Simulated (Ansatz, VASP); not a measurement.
# One calculation of ZrC, two programs

```xyz
2
Lattice="0.0000 2.2767 2.2767 2.2767 0.0000 2.2767 2.2767 2.2767 0.0000" Properties=species:S:1:pos:R:3 pbc="T T T"
Zr    2.2767    2.2767    2.2767
C     0.0000    0.0000    0.0000
```

Alike in both runs: task single point; functional PBE; k mesh 16 × 16 × 16; occupations gaussian, width 0.1 eV; no spin polarisation.

```csv
,VASP,Ansatz
version,VASP 6.6.1,Ansatz 0.2.0
potentials or method,"VASP PAW PBE potentials, release 64 (Zr_sv, C), cutoff 520 eV","scalar-relativistic, plane waves, PAW"
valence electrons in the cell,16,16
```

Ansatz gave:

| Property | Result |
| --- | --- |
| gap on the k mesh at the Fermi level (eV) | none |
| pressure (GPa) | 27.4 |

Problem. What did VASP give for the same quantities?

Solution. gap on the k mesh at the Fermi level (eV): none; pressure (GPa): 27.7.

A gap of «none» marks a metal or a gap that the smearing closes.
